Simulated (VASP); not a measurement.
Input of a VASP 6.6.1 run:

The input INCAR:

```
PREC = Accurate ; ENCUT = 520
EDIFF = 1E-6 ; ISMEAR = 0
SIGMA = 0.15 ; LREAL = False
LASPH = True ; NELM = 150
ALGO = Normal ; ISIF = 2
LWAVE = False ; LCHARG = False
ISPIN = 2 ; MAGMOM = 4 0 0 0 0 0 0
LORBIT = 11 ; LMAXMIX = 4
GGA = PE ; NBANDS = 43
```

Contents of KPOINTS:

```
regular mesh
0
Gamma
  3 3 3
```

File POSCAR:

```
FePb2O4
1.0
   -2.9148977467      2.9148977467      3.3209335844
    2.9148977467     -2.9148977467      3.3209335844
    2.9148977467      2.9148977467     -3.3209335844
Fe Pb O
1 2 4
Direct
    0.0000000000      0.0000000000      0.0000000000
    0.7500000000      0.2500000000      0.5000000000
    0.2500000000      0.7500000000      0.5000000000
    0.2193720994      0.2193720994      0.4387441989
    0.2193720994      0.7806279006      0.0000000000
    0.7806279006      0.7806279006      0.5612558011
    0.7806279006      0.2193720994      0.0000000000
```

Potentials or basis: VASP PAW PBE potentials, release 64 (Fe, Pb_d, O).

Run with:

```console
$ cat potpaw_PBE.64/Fe/POTCAR potpaw_PBE.64/Pb_d/POTCAR potpaw_PBE.64/O/POTCAR > POTCAR
$ mpirun -np 1 vasp_std > vasp.out
```

Problem. Estimate the pressure.

Solution. 0.4 GPa.

Problem. Estimate the site moments.

Solution. Fe +2.52; Pb -0.01; O +0.03 μB.

Problem. Estimate the largest force.

Solution. 0.166 eV/Å.

Forces on the atoms (eV/Å):
```
Fe   0.000  0.000  0.000
Pb   0.000  0.000  0.000
Pb   0.000  0.000  0.000
O    0.118  0.118  0.000
O   -0.118  0.118  0.000
O   -0.118 -0.118  0.000
O    0.118 -0.118  0.000
```

Caveat: the k points lie up to 0.48 Å⁻¹ apart; a cell with one magnetic atom can't hold antiferromagnetic order, which such compounds often take.
